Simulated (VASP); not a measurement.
Write the native input for VASP 6.6.1 that does the following.

| Quantity | Value |
| --- | --- |
| Task | relaxation of cell and atoms |
| Functional | r2SCAN |
| Potentials or basis | VASP PAW PBE potentials, release 64 (Ag, Cl) |
| Cutoff | 600 eV |
| k mesh | 8 × 8 × 8 |
| Occupations | fermi-dirac, width 0.02 eV |
| Spin | no spin polarisation |
| Dipole correction | no |
| Further INCAR settings | ALGO = Normal; EDIFF = 1e-06; IBRION = 2; EDIFFG = -0.005; NSW = 80; ISIF = 3 |

Crystal: AgCl.

```
Ag Cl
1.0
     0.00000    2.80603    2.80603
     2.80603    0.00000    2.80603
     2.80603    2.80603    0.00000
Ag Cl
1 1
Direct
  0.00000 0.00000 0.00000
  0.50000 0.50000 0.50000
```

One way to write it, as run:

POSCAR

```
AgCl
1.0
    0.0000000000      2.8060280899      2.8060280899
    2.8060280899      0.0000000000      2.8060280899
    2.8060280899      2.8060280899      0.0000000000
Ag Cl
1 1
Direct
    0.0000000000      0.0000000000      0.0000000000
    0.5000000000      0.5000000000      0.5000000000
```

INCAR.step1

```
  ALGO = Normal
  EDIFF = 1E-4
  ENCUT = 600
  GGA = PE
  ISMEAR = -1
  LASPH = True
  LCHARG = False
  LREAL = False
  LWAVE = True
  NELM = 80
  PREC = Accurate
  SIGMA = 0.02
```

INCAR.step2

```
  ALGO = Normal
  EDIFF = 1E-6
  EDIFFG = -0.005
  ENCUT = 600
  IBRION = 2
  ISIF = 3
  ISMEAR = -1
  ISTART = 1
  LASPH = True
  LCHARG = False
  LMIXTAU = True
  LREAL = False
  LWAVE = False
  METAGGA = R2SCAN
  NELM = 80
  NSW = 80
  PREC = Accurate
  SIGMA = 0.02
```

KPOINTS

```
k-points
0
Gamma
  8 8 8
```

Potentials or basis: VASP PAW PBE potentials, release 64 (Ag, Cl).

Command:

```bash
$ cat potpaw_PBE.64/Ag/POTCAR potpaw_PBE.64/Cl/POTCAR > POTCAR
$ cp INCAR.step1 INCAR
$ mpirun -np 1 vasp_std > vasp.out
$ cp INCAR.step2 INCAR
$ mpirun -np 1 vasp_std > vasp.out
```

Results of the run:

| Quantity | Value |
| --- | --- |
| Relaxed volume | 21.31 Å³/atom |
| Relaxed cell | a = 3.921 Å, b = 3.921 Å, c = 3.921 Å, α = 60.00°, β = 60.00°, γ = 60.00° |
| Space group after relaxing (to 0.05 Å) | Fm-3m (No. 225) |
| Energy gained by relaxing | 4.4 meV/atom |
| Ionic steps | 3 |
| Pressure after relaxing | 0.0 GPa |
| Band gap on the k mesh | 1.42 eV, indirect (least direct gap 3.70 eV) |

Caveat: the PAW data sets were made with another functional, which shifts forces and pressure a little.

Wall time 6.4 min on 1 thread of AMD EPYC 7R13 (shared host), peak memory 0.18 GiB.
